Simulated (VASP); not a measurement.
# Lu (P6/mmm) in VASP: further runs, part 2 of 2

VASP 6.6.1. The steps go on from the part before.

## (3) Single point, PBE

This run uses another cell than the first one: it holds 3 atoms, not 1.

The input, INCAR:

```
SYSTEM = Lu
ALGO = Normal
EDIFF = 1E-6
ENCUT = 520
GGA = PE
ISIF = 2
ISMEAR = -1
LASPH = .TRUE.
LCHARG = .TRUE.
LELF = .TRUE.
LREAL = .FALSE.
LVHAR = .TRUE.
LWAVE = .FALSE.
NBANDS = 44
NELM = 80
PREC = Accurate
SIGMA = 0.08
```

The input, KPOINTS:

```
k-points
0
G
  7 7 9
  0 0 0
```

The input, POSCAR:

```
Lu
1.0
    5.4509058630      0.0000000000      0.0000000000
   -2.7254529315      4.7206229510      0.0000000000
    0.0000000000      0.0000000000      3.4288776574
Lu
3
Direct
    0.0000000000      0.0000000000      0.0000000000
    0.3333333333      0.6666666667      0.5000000000
    0.6666666667      0.3333333333      0.5000000000
```

Potentials or basis: VASP PAW PBE potentials, release 64 (Lu).

The run is started by

```bash
$ cat potpaw_PBE.64/Lu/POTCAR > POTCAR
$ mpirun -np 1 vasp_std > vasp.out
```

Wall time 3.7 min (1 thread of Oxide Virtual Turin-like, shared host); peak memory 0.26 GiB.

The run converged. Its results:

```
Free energy            : -13.3451 eV
Pressure               : -0.3 GPa
Band gap on the k mesh : zero (an odd number of electrons rules out a gap without spin polarisation)
```

Levels at points of the mesh, in eV from the Fermi level:
```csv
k point,band 33,band 34,band 35,band 36,band 37,band 38,band 39,band 40,band 41,band 42
"(0.00, 0.00, 0.00)",-4.83,-4.80,-1.07,-0.01,-0.01,0.04,0.04,0.21,2.12,2.96
```

Caveat: spin-orbit coupling is left out, which moves the levels of the heavy elements.

## (4) Single point, PBE

This run uses another cell than the first one: it holds 3 atoms, not 1.

The input, INCAR:

```
PREC     = Accurate       # precision mode
ENCUT    = 520            # plane-wave cutoff, eV
EDIFF    = 1E-6           # SCF threshold, eV
ISMEAR   = -1             # smearing method
SIGMA    = 0.08           # smearing width, eV
LREAL    = F              # projectors in reciprocal space
LASPH    = T              # aspherical terms in the spheres
NELM     = 100            # most SCF steps
ALGO     = Normal         # electronic algorithm
ISIF     = 2              # what is computed and relaxed
LWAVE    = F              # write WAVECAR
LCHARG   = F              # write CHGCAR
GGA      = PE             # functional
NBANDS   = 44             # bands
```

The input, KPOINTS:

```
Automatic mesh
0
Gamma
  7 7 9
```

POSCAR is that of step 3.

Potentials or basis: VASP PAW PBE potentials, release 64 (Lu).

The run is started by

```bash
$ cat potpaw_PBE.64/Lu/POTCAR > POTCAR
$ mpirun -np 1 vasp_std > vasp.out
```

OUTCAR:

```text
PREC = Accurate
   ENCUT = 520
   EDIFF = 1E-6
   ISMEAR = -1
   LREAL = F
   LASPH = T
   NELM = 100
   ISIF = 2
   GGA = PE

 ion  position               nearest neighbor table
   1  0.000  0.000  0.000-   2 3.58   3 3.58   2 3.58   3 3.58   3 3.58   3 3.58   2 3.58   2 3.58
                             3 3.58   3 3.58   2 3.58   2 3.58
   2  0.333  0.667  0.500-   3 3.15   3 3.15   3 3.15   1 3.58   1 3.58   1 3.58   1 3.58   1 3.58
                             1 3.58
   3  0.667  0.333  0.500-   2 3.15   2 3.15   2 3.15   1 3.58   1 3.58   1 3.58   1 3.58   1 3.58
                             1 3.58
[... 1327 lines left out ...]
  Direction    XX          YY          ZZ          XY          YZ          ZX
  --------------------------------------------------------------------------------------
  -------------------------------------------------------------------------------------
  Total       -0.1789268     -0.1789268     -0.2064689      0.0000000      0.0000000      0.0000000
  in kB       -3.2491217     -3.2491217     -3.7492567      0.0000000      0.0000000      0.0000000
  external PRESSURE =      -3.4158334 kB  Pullay stress =       0.0000000 kB

 VOLUME and BASIS-vectors are now :
 -----------------------------------------------------------------------------
  energy-cutoff  :      520.00
  volume of cell :       88.23
      direct lattice vectors                 reciprocal lattice vectors
     5.450905863  0.000000000  0.000000000     0.183455746  0.105918224  0.000000000
    -2.725452932  4.720622951  0.000000000     0.000000000  0.211836448  0.000000000
     0.000000000  0.000000000  3.428877657     0.000000000  0.000000000  0.291640618

 POSITION                                       TOTAL-FORCE (eV/Angst)
 -----------------------------------------------------------------------------------
      0.00000      0.00000      0.00000         0.000000      0.000000      0.000000
     -0.00000      3.14708      1.71444        -0.000000      0.000000     -0.000000
      2.72545      1.57354      1.71444         0.000000     -0.000000      0.000000
 -----------------------------------------------------------------------------------
    total drift:                                0.000000      0.000000     -0.000000

  FREE ENERGIE OF THE ION-ELECTRON SYSTEM (eV)
  ---------------------------------------------------
  free  energy   TOTEN  =       -13.3451323404 eV

  energy  without entropy=      -13.2367016490  energy(sigma->0) =      -13.29091699
```

Wall time 4.6 min (1 thread of Oxide Virtual Turin-like, shared host); peak memory 0.26 GiB.

What came out:

```
Free energy            : -13.3451 eV
Pressure               : -0.3 GPa
Band gap on the k mesh : zero (an odd number of electrons rules out a gap without spin polarisation)
```

Caveat: spin-orbit coupling is left out, which moves the levels of the heavy elements.

## (5) Relaxation of cell and atoms, PBE, target pressure -0.54 GPa, at which the enthalpy is minimised

This run uses another cell than the first one, of 30.62 Å³/atom.

The input, INCAR:

```
ALGO = Normal
EDIFF = 1E-7
EDIFFG = -0.005
ENCUT = 600
GGA = PE
IBRION = 2
ISIF = 3
ISMEAR = -1
LASPH = T
LCHARG = F
LREAL = F
LWAVE = F
NELM = 80
NSW = 60
PREC = Accurate
PSTRESS = -5.4
SIGMA = 0.08
```

The input, KPOINTS:

```
k-points
0
Gamma
  13 13 12
```

The input, POSCAR:

```
Lu
1.0
    3.3504957650      0.0000000000      0.0000000000
   -1.6752478825      2.9016144478      0.0000000000
    0.0000000000      0.0000000000      3.1494660191
Lu
1
Direct
    0.0000000000      0.0000000000      0.0000000000
```

The run is started by

```bash
$ cat potpaw_PBE.64/Lu/POTCAR > POTCAR
$ mpirun -np 1 vasp_std > vasp.out
```

Wall time 20 min (1 thread of Oxide Virtual Turin-like, shared host); peak memory 0.21 GiB.

The run converged. Its results:

* Free energy: -4.0542 eV
* Relaxed volume: 31.64 Å³/atom
* Relaxed cell: a = 3.328 Å, b = 3.328 Å, c = 3.298 Å, α = 90.00°, β = 90.00°, γ = 120.00°
* Space group after relaxing (to 0.1 Å): P6/mmm (No. 191)
* Energy change on relaxing (the run minimises the enthalpy): -14.4 meV/atom
* Ionic steps: 12
* Pressure after relaxing: -0.5 GPa
* Band gap on the k mesh: zero (an odd number of electrons rules out a gap without spin polarisation)

Step by step:
| step | energy change (eV) | largest force (eV/Å) | pressure (GPa) | volume (Å³) |
| --- | --- | --- | --- | --- |
| 1 | 0.0000 | 0.0000 | 0.31 | 30.62 |
| 2 | -0.0149 | 0.0000 | -0.25 | 31.32 |
| 3 | -0.0148 | 0.0000 | -0.36 | 31.49 |
| 4 | -0.0148 | 0.0000 | -0.39 | 31.47 |
| 5 | -0.0149 | 0.0000 | -0.38 | 31.45 |
| 6 | -0.0145 | 0.0000 | -0.51 | 31.60 |
| 7 | -0.0145 | 0.0000 | -0.52 | 31.61 |
| 8 | -0.0144 | 0.0000 | -0.53 | 31.63 |
| 9 | -0.0144 | 0.0000 | -0.54 | 31.63 |
| 10 | -0.0144 | 0.0000 | -0.53 | 31.62 |
| 11 | -0.0144 | 0.0000 | -0.51 | 31.62 |
| 12 | -0.0144 | 0.0000 | -0.55 | 31.64 |

Final structure:
```cif
data_structure
_symmetry_space_group_name_H-M 'P 1'
_symmetry_Int_Tables_number 1
_cell_length_a 3.3284
_cell_length_b 3.3284
_cell_length_c 3.2981
_cell_angle_alpha 90.000
_cell_angle_beta 90.000
_cell_angle_gamma 120.000
_cell_volume 31.64
loop_
_atom_site_label
_atom_site_type_symbol
_atom_site_fract_x
_atom_site_fract_y
_atom_site_fract_z
_atom_site_occupancy
Lu1 Lu 0.00000 0.00000 0.00000 1
```

Levels at points of the mesh, in eV from the Fermi level:
| k point | band 10 | band 11 | band 12 | band 13 | band 14 | band 15 | band 16 |
| --- | --- | --- | --- | --- | --- | --- | --- |
| (0.00, 0.00, 0.00) | -5.19 | -5.19 | -5.12 | -0.29 | 2.32 | 2.32 | 6.20 |
| (0.00, 0.00, 0.50) | -5.17 | -5.12 | -3.06 | -0.62 | 2.86 | 2.86 | 4.06 |

Caveat: the cell is relaxed towards a set pressure, so the run minimises the enthalpy, not the energy; spin-orbit coupling is left out, which moves the levels of the heavy elements.

## (6) The runs side by side

| task | cell | k mesh | cutoff (eV) | gap on the mesh (eV) | pressure (GPa) |
| --- | --- | --- | --- | --- | --- |
| relaxation of cell and atoms | relaxed to -0.54 GPa from a = 3.323, b = 3.323, c = 3.295 Å, angles 90.0, 90.0, 120.0°, 1 atom, atomic positions A | 13 × 13 × 12 | 600 | none | -0.6 |
| single point | a = 5.451, b = 5.451, c = 3.429 Å, angles 90.0, 90.0, 120.0°, 3 atoms, atomic positions B | 7 × 7 × 9 | 520 | none | -0.3 |
| relaxation of cell and atoms | relaxed to -0.54 GPa from a = 3.350, b = 3.350, c = 3.149 Å, angles 90.0, 90.0, 120.0°, 1 atom, atomic positions A | 13 × 13 × 12 | 600 | none | -0.5 |

Alike in all rows: level PBE; potentials or basis VASP PAW PBE potentials, release 64 (Lu); no spin polarisation; smearing fermi-dirac 0.08 eV.

Caveats: spin-orbit coupling is left out, which moves the levels of the heavy elements; the cell is relaxed towards a set pressure, so the run minimises the enthalpy, not the energy (at least some runs).

Total energies depend on the potentials used, so only differences within one code and one set of settings carry meaning.
